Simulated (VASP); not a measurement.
# Pt (Fm-3m) in VASP: further runs

Pt is run at these levels: PBEsol; tasks: single point.

Program: VASP 6.6.1. These are calculated values, not measurements. Logs are shortened: lines on timing, memory, paths and dates and some standing lists are left out, and cuts for length are marked.

**1. The cell of the first run**

The structure is cubic, space group Fm-3m (No. 225). The conventional cell has a = 3.797 Å, b = 3.797 Å, c = 3.797 Å, α = 90.00°, β = 90.00°, γ = 90.00°. Pt (site symmetry m-3m) has 12 Pt at 2.68 Å within 3.5 Å.

**2. Single point, PBEsol, collinear spin, ferromagnetic start**

The input, INCAR:

```
PREC = Accurate
ENCUT = 520
EDIFF = 1E-6
ISMEAR = 0
SIGMA = 0.15
LREAL = F
LASPH = T
NELM = 150
ALGO = Normal
ISIF = 2
LWAVE = F
LCHARG = F
ISPIN = 2
MAGMOM = 0.25
LORBIT = 11
NUPDOWN = 0.25
LMAXMIX = 4
GGA = PS
NBANDS = 15
```

The input, KPOINTS:

```
Automatic mesh
0
Gamma
  22 22 22
```

The input, POSCAR:

```
Pt
1.0
    0.0000000000      1.8983364941      1.8983364941
    1.8983364941      0.0000000000      1.8983364941
    1.8983364941      1.8983364941      0.0000000000
Pt
1
Direct
    0.0000000000      0.0000000000      0.0000000000
```

Potentials or basis: VASP PAW PBE potentials, release 64 (Pt).

The run is started by

```bash
> cat potpaw_PBE.64/Pt/POTCAR > POTCAR
> mpirun -np 1 vasp_std > vasp.out
```

OUTCAR:

```text
PREC = Accurate
   ENCUT = 520
   EDIFF = 1E-6
   ISMEAR = 0
   LREAL = F
   LASPH = T
   NELM = 150
   ISIF = 2
   ISPIN = 2
   LORBIT = 11
   NUPDOWN = 0.25
   GGA = PS

 ion  position               nearest neighbor table
   1  0.000  0.000  0.000-

  LATTYP: Found a face centered cubic cell.
 ALAT       =     3.7966729882

  Lattice vectors:

 A1 = (   0.0000000000,   1.8983364941,   1.8983364941)
 A2 = (   1.8983364941,   0.0000000000,   1.8983364941)
 A3 = (   1.8983364941,   1.8983364941,   0.0000000000)

Analysis of symmetry for initial positions (statically):
=====================================================================
 Subroutine PRICEL returns:
 Original cell was already a primitive cell.

 Routine SETGRP: Setting up the symmetry group for a
 face centered cubic supercell.

 Subroutine GETGRP returns: Found 48 space group operations
 (whereof 48 operations were pure point group operations)
 out of a pool of 48 trial point group operations.

The static configuration has the point symmetry O_h .

Analysis of symmetry for dynamics (positions and initial velocities):
=====================================================================
 Subroutine PRICEL returns:
 Original cell was already a primitive cell.

 Routine SETGRP: Setting up the symmetry group for a
 face centered cubic supercell.

 Subroutine GETGRP returns: Found 48 space group operations
 (whereof 48 operations were pure point group operations)
 out of a pool of 48 trial point group operations.

The dynamic configuration has the point symmetry O_h .

Analysis of structural, dynamic, and magnetic symmetry:
=====================================================================
 Subroutine PRICEL returns:
 Original cell was already a primitive cell.

 Routine SETGRP: Setting up the symmetry group for a
 face centered cubic supercell.

 Subroutine GETGRP returns: Found 48 space group operations
 (whereof 48 operations were pure point group operations)
 out of a pool of 48 trial point group operations.

The overall configuration has the point symmetry O_h .

 Subroutine INISYM returns: Found 48 space group operations
 (whereof 48 operations are pure point group operations),
 and found     1 'primitive' translations

----------------------------------------------------------------------------------------

                                     Primitive cell

  volume of cell :      13.6820

  direct lattice vectors                    reciprocal lattice vectors
     0.000000000  1.898336494  1.898336494    -0.263388499  0.263388499  0.263388499
     1.898336494  0.000000000  1.898336494     0.263388499 -0.263388499  0.263388499
     1.898336494  1.898336494  0.000000000     0.263388499  0.263388499 -0.263388499

[... 117 lines left out ...]
   NGX =  9   NGY =  9   NGZ =  9

 number of electron      10.0000001 magnetization       0.2500000

 Free energy of the ion-electron system (eV)
  ---------------------------------------------------
  ext. energy  EPLUGINS =         0.00000000
  ---------------------------------------------------
  free energy    TOTEN  =        -6.83374092 eV

  energy without entropy =       -6.81765666  energy(sigma->0) =       -6.82569879

 E-fermi :  13.0242     XC(G=0): -14.2091

 val. band max:       13.1790628431   @ k =  -0.3636   0.4091   0.0909
 cond. band min:      13.0249697250   @ k =  -0.4091   0.2727   0.0455
 fundamental gap:     -0.1540931182
 Fermi energy:        13.1801486067

 spin component 1

 k-point     1 :       0.0000    0.0000    0.0000
  band No.  band energies     occupation
      1       1.6092      1.00000
      2       8.5432      1.00000
      3       8.5432      1.00000
      4       8.5432      1.00000
      5      11.1033      1.00000
      6      11.1033      1.00000
      7      27.3438      0.00000
      8      32.8672      0.00000
      9      32.8672      0.00000
     10      32.8672      0.00000
     11      38.5468      0.00000
     12      45.1764      0.00000
     13      45.1764      0.00000
     14      45.1764      0.00000
[... 403 lines left out ...]
      4      11.4311      1.00000
      5      12.9398      0.98829
      6      13.6371      0.00001
      7      19.8209      0.00000
      8      27.1370      0.00000
      9      32.3895      0.00000
     10      32.8331      0.00000
     11      42.6256      0.00000
     12      43.1557      0.00000
     13      44.2157      0.00000
     14      45.3976      0.00000
     15      45.4453      0.00000

 [... further k-points ...]

 spin component 2

 k-point     1 :       0.0000    0.0000    0.0000
  band No.  band energies     occupation
      1       1.6542      1.00000
      2       8.7122      1.00000
      3       8.7122      1.00000
      4       8.7122      1.00000
      5      11.2606      1.00000
      6      11.2606      1.00000
      7      27.3845      0.00000
      8      32.9031      0.00000
      9      32.9031      0.00000
     10      32.9031      0.00000
     11      38.5511      0.00000
     12      45.4559      0.00000
     13      45.4559      0.00000
     14      45.4559      0.00000
[... 403 lines left out ...]
      4      11.4992      1.00000
      5      13.1247      0.17174
      6      13.7847      0.00000
      7      19.9599      0.00000
      8      27.1673      0.00000
      9      32.4529      0.00000
     10      32.8967      0.00000
     11      42.6764      0.00000
     12      43.2058      0.00000
     13      44.2719      0.00000
     14      45.6767      0.00000
     15      45.7263      0.00000

 [... further k-points ...]
[... 5 lines left out ...]
  --------------------------------------------------------------------------------------
  -------------------------------------------------------------------------------------
  Total        2.9960760      2.9960760      2.9960760     -0.0000000      0.0000000     -0.0000000
  in kB      350.8438099    350.8438099    350.8438099     -0.0000000      0.0000000     -0.0000000
  external PRESSURE =     350.8438099 kB  Pullay stress =       0.0000000 kB

 VOLUME and BASIS-vectors are now :
 -----------------------------------------------------------------------------
  energy-cutoff  :      520.00
  volume of cell :       13.68
      direct lattice vectors                 reciprocal lattice vectors
     0.000000000  1.898336494  1.898336494    -0.263388499  0.263388499  0.263388499
     1.898336494  0.000000000  1.898336494     0.263388499 -0.263388499  0.263388499
     1.898336494  1.898336494  0.000000000     0.263388499  0.263388499 -0.263388499

 POSITION                                       TOTAL-FORCE (eV/Angst)
 -----------------------------------------------------------------------------------
      0.00000      0.00000      0.00000         0.000000      0.000000      0.000000
 -----------------------------------------------------------------------------------
    total drift:                                0.000000     -0.000000     -0.000000

  FREE ENERGIE OF THE ION-ELECTRON SYSTEM (eV)
  ---------------------------------------------------
  free  energy   TOTEN  =        -6.8337409227 eV

  energy  without entropy=       -6.8176566607  energy(sigma->0) =       -6.82569879

 total charge

# of ion       s       p       d       tot
------------------------------------------
    1        0.690   0.750   8.137   9.578

 magnetization (x)

# of ion       s       p       d       tot
------------------------------------------
    1       -0.000  -0.002   0.248   0.245
```

OSZICAR:

```text
N       E                     dE             d eps       ncg     rms          rms(c)
DAV:   1     0.435400823389E+02    0.43540E+02   -0.47765E+03 19784   0.592E+02
DAV:   2    -0.648238855388E+01   -0.50022E+02   -0.47787E+02 26750   0.160E+02
DAV:   3    -0.725556225565E+01   -0.77317E+00   -0.76991E+00 26008   0.178E+01
DAV:   4    -0.725751994351E+01   -0.19577E-02   -0.19574E-02 23820   0.105E+00
DAV:   5    -0.725752888466E+01   -0.89412E-05   -0.89408E-05 25734   0.593E-02    0.179E+01
DAV:   6    -0.689839699596E+01    0.35913E+00   -0.59724E-01 28409   0.500E+00    0.937E+00
DAV:   7    -0.683900026568E+01    0.59397E-01   -0.18141E-01 28577   0.262E+00    0.306E+00
DAV:   8    -0.683513670142E+01    0.38636E-02   -0.29658E-03 22834   0.396E-01    0.145E+00
DAV:   9    -0.683375738713E+01    0.13793E-02   -0.22589E-03 27842   0.341E-01    0.206E-01
DAV:  10    -0.683373876879E+01    0.18618E-04   -0.51704E-05 24048   0.503E-02    0.153E-02
DAV:  11    -0.683374036918E+01   -0.16004E-05   -0.15855E-06 24064   0.788E-03    0.128E-02
DAV:  12    -0.683374092273E+01   -0.55355E-06   -0.27004E-07 19178   0.328E-03
   1 F= -.68337409E+01 E0= -.68256988E+01  d E =-.160843E-01  mag=     0.2500
```

Run time: 46 s. Hardware: 1 thread of Intel Xeon 6975P-C (Granite Rapids), shared host; peak memory 0.21 GiB.

Results:

- Free energy: -6.8337 eV
- Pressure: 35.1 GPa
- Net moment: 0.25 μB per cell
- Site moments: Pt +0.24 μB
- Valence electrons inside the program's atomic spheres: Pt 9.58

Caveat: the PAW data sets were made with another functional, which shifts forces and pressure a little; spin-orbit coupling is left out, which moves the levels of the heavy elements; the total moment is fixed, so each spin has its own Fermi level.

**3. Single point, PBEsol, collinear spin, ferromagnetic start**

The input, INCAR:

```
PREC = Accurate
ENCUT = 520
EDIFF = 1E-7
ISMEAR = 0
SIGMA = 0.15
LREAL = False
LASPH = True
NELM = 150
ALGO = Normal
ISIF = 2
LWAVE = False
LCHARG = False
ISPIN = 2
MAGMOM = 0.45
LORBIT = 11
NUPDOWN = 0.45
LMAXMIX = 4
GGA = PS
NBANDS = 15
```

The input, KPOINTS:

```
regular mesh
0
Gamma
  22 22 22
```

POSCAR is that of step 2.

Potentials or basis: VASP PAW PBE potentials, release 64 (Pt).

The run is started by

```bash
> cat potpaw_PBE.64/Pt/POTCAR > POTCAR
> mpirun -np 1 vasp_std > vasp.out
```

OUTCAR:

```text
PREC = Accurate
   ENCUT = 520
   EDIFF = 1E-7
   ISMEAR = 0
   LREAL = False
   LASPH = True
   NELM = 150
   ISIF = 2
   ISPIN = 2
   LORBIT = 11
   NUPDOWN = 0.45
   GGA = PS

 ion  position               nearest neighbor table
   1  0.000  0.000  0.000-

  LATTYP: Found a face centered cubic cell.
 ALAT       =     3.7966729882

  Lattice vectors:

 A1 = (   0.0000000000,   1.8983364941,   1.8983364941)
 A2 = (   1.8983364941,   0.0000000000,   1.8983364941)
 A3 = (   1.8983364941,   1.8983364941,   0.0000000000)

Analysis of symmetry for initial positions (statically):
=====================================================================
 Subroutine PRICEL returns:
 Original cell was already a primitive cell.

 Routine SETGRP: Setting up the symmetry group for a
 face centered cubic supercell.

 Subroutine GETGRP returns: Found 48 space group operations
 (whereof 48 operations were pure point group operations)
 out of a pool of 48 trial point group operations.

The static configuration has the point symmetry O_h .

Analysis of symmetry for dynamics (positions and initial velocities):
[... 621 lines left out ...]
      4       8.7839      1.00000
      5      11.3231      1.00000
      6      11.3231      1.00000
      7      27.4056      0.00000
      8      32.9170      0.00000
      9      32.9170      0.00000
     10      32.9170      0.00000
     11      38.5528      0.00000
     12      45.5695      0.00000
     13      45.5695      0.00000
     14      45.5695      0.00000
[... 403 lines left out ...]
      4      11.5275      1.00000
      5      13.2011      0.01624
      6      13.8469      0.00000
      7      20.0189      0.00000
      8      27.1812      0.00000
      9      32.4814      0.00000
     10      32.9253      0.00000
     11      42.6976      0.00000
     12      43.2268      0.00000
     13      44.2983      0.00000
     14      45.7891      0.00000
     15      45.8399      0.00000

 [... further k-points ...]
[... 5 lines left out ...]
  --------------------------------------------------------------------------------------
  -------------------------------------------------------------------------------------
  Total        3.0739212      3.0739212      3.0739212      0.0000000      0.0000000      0.0000000
  in kB      359.9595669    359.9595669    359.9595669      0.0000000      0.0000000      0.0000000
  external PRESSURE =     359.9595669 kB  Pullay stress =       0.0000000 kB

 VOLUME and BASIS-vectors are now :
 -----------------------------------------------------------------------------
  energy-cutoff  :      520.00
  volume of cell :       13.68
      direct lattice vectors                 reciprocal lattice vectors
     0.000000000  1.898336494  1.898336494    -0.263388499  0.263388499  0.263388499
     1.898336494  0.000000000  1.898336494     0.263388499 -0.263388499  0.263388499
     1.898336494  1.898336494  0.000000000     0.263388499  0.263388499 -0.263388499

 POSITION                                       TOTAL-FORCE (eV/Angst)
 -----------------------------------------------------------------------------------
      0.00000      0.00000      0.00000         0.000000     -0.000000      0.000000
 -----------------------------------------------------------------------------------
    total drift:                                0.000000      0.000000      0.000000

  FREE ENERGIE OF THE ION-ELECTRON SYSTEM (eV)
  ---------------------------------------------------
  free  energy   TOTEN  =        -6.8102667361 eV

  energy  without entropy=       -6.7964789285  energy(sigma->0) =       -6.80337283

 total charge

# of ion       s       p       d       tot
------------------------------------------
    1        0.691   0.752   8.136   9.578

 magnetization (x)

# of ion       s       p       d       tot
------------------------------------------
    1        0.001  -0.002   0.443   0.442
```

It took 52 s on 1 thread of Intel Xeon 6975P-C (Granite Rapids), shared host; peak memory 0.21 GiB.

Results:

```yaml
Free_energy: -6.8103 eV
Pressure: 36.0 GPa
Net_moment: 0.45 μB per cell
Site_moments: Pt +0.44 μB
Valence_electrons_inside_the_program's_atomic_spheres: Pt 9.58
```

Caveat: the PAW data sets were made with another functional, which shifts forces and pressure a little; spin-orbit coupling is left out, which moves the levels of the heavy elements; the total moment is fixed, so each spin has its own Fermi level.
